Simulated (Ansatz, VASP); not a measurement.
**SnO2 in VASP and in Ansatz**

Contents of INCAR:

```
  ALGO = Normal
  DIPOL = 0.5 0.5 0.500
  EDIFF = 1E-7
  ENCUT = 520
  GGA = PS
  IDIPOL = 3
  ISIF = 2
  ISMEAR = 0
  LASPH = True
  LCHARG = False
  LDIPOL = True
  LREAL = Auto
  LWAVE = False
  NBANDS = 93
  NELM = 60
  PREC = Accurate
  SIGMA = 0.05
```

Contents of KPOINTS:

```
k-points
0
Gamma
  8 6 1
```

File POSCAR:

```
SnO2
1.0
    3.2120684193      0.0000000000      0.0000000000
    0.0000000000      4.7689689522      0.0000000000
    0.0000000000      0.0000000000     28.7701450485
O Sn
12 6
Direct
    0.0000000000      0.3062765048      0.2606869026
    0.0000000000      0.6937234952      0.3249105158
    0.5000000000      0.1937234952      0.3435674189
    0.5000000000      0.8062765048      0.4077910321
    0.0000000000      0.3062765048      0.4264479352
    0.0000000000      0.6937234952      0.4906715485
    0.5000000000      0.1937234952      0.5093284515
    0.5000000000      0.8062765048      0.5735520648
    0.0000000000      0.3062765048      0.5922089679
    0.0000000000      0.6937234952      0.6564325811
    0.5000000000      0.1937234952      0.6750894842
    0.5000000000      0.8062765048      0.7393130974
    0.5000000000      0.5000000000      0.2927987092
    0.0000000000      0.0000000000      0.3756792255
    0.5000000000      0.5000000000      0.4585597418
    0.0000000000      0.0000000000      0.5414402582
    0.5000000000      0.5000000000      0.6243207745
    0.0000000000      0.0000000000      0.7072012908
```

Input for Ansatz:

```yaml
crystal:
  lattice:
    - [3.2120684193, 0.0, 0.0]
    - [0.0, 4.7689689522, 0.0]
    - [0.0, 0.0, 28.7701450485]
  atoms:
    - { symbol: O, position: [0.0, 0.3062765048, 0.2606869026] }
    - { symbol: Sn, position: [0.5, 0.5, 0.2927987092] }
    - { symbol: O, position: [0.0, 0.6937234952, 0.3249105158] }
    - { symbol: O, position: [0.5, 0.1937234952, 0.3435674189] }
    - { symbol: Sn, position: [0.0, 0.0, 0.3756792255] }
    - { symbol: O, position: [0.5, 0.8062765048, 0.4077910321] }
    - { symbol: O, position: [0.0, 0.3062765048, 0.4264479352] }
    - { symbol: Sn, position: [0.5, 0.5, 0.4585597418] }
    - { symbol: O, position: [0.0, 0.6937234952, 0.4906715485] }
    - { symbol: O, position: [0.5, 0.1937234952, 0.5093284515] }
    - { symbol: Sn, position: [0.0, 0.0, 0.5414402582] }
    - { symbol: O, position: [0.5, 0.8062765048, 0.5735520648] }
    - { symbol: O, position: [0.0, 0.3062765048, 0.5922089679] }
    - { symbol: Sn, position: [0.5, 0.5, 0.6243207745] }
    - { symbol: O, position: [0.0, 0.6937234952, 0.6564325811] }
    - { symbol: O, position: [0.5, 0.1937234952, 0.6750894842] }
    - { symbol: Sn, position: [0.0, 0.0, 0.7072012908] }
    - { symbol: O, position: [0.5, 0.8062765048, 0.7393130974] }
basis:
  ecutwfc: 420
kpoints:
  mp_grid: { grid: [8, 6, 1] }
hamiltonian:
  xc: pbesol
scf:
  occupations: { method: gaussian, width: 0.05 }
output:
  forces: true
  stress: true
  eigenvalues: true
  write_density: true
  write_potential: true
  elf: true
  volumetric_format: npy
efield:
  axis: 3
  dipole_correction: true
  ramp_width: 0.04
```

Alike in both runs: task single point; functional PBEsol; k mesh 8 × 6 × 1; occupations gaussian, width 0.05 eV; no spin polarisation.

```csv
,VASP,Ansatz
version,VASP 6.6.1,Ansatz 0.2.0
potentials or method,"VASP PAW PBE potentials, release 64 (O, Sn_d), cutoff 520 eV","scalar-relativistic, plane waves, PAW"
valence electrons in the cell,156,156
```

Ansatz gave:

```
gap on the k mesh at the Fermi level (eV) : 1.22
least direct gap on the mesh (eV)         : 1.24
rms of the force components (eV/Å)        : 0.545
```

Q: What did VASP give for the same quantities?

A: gap on the k mesh at the Fermi level (eV): 1.20; least direct gap on the mesh (eV): 1.22; rms of the force components (eV/Å): 0.538.

VASP's potentials were made for PBE, not for PBEsol. Ansatz's warnings: xc potential rough in thin density.
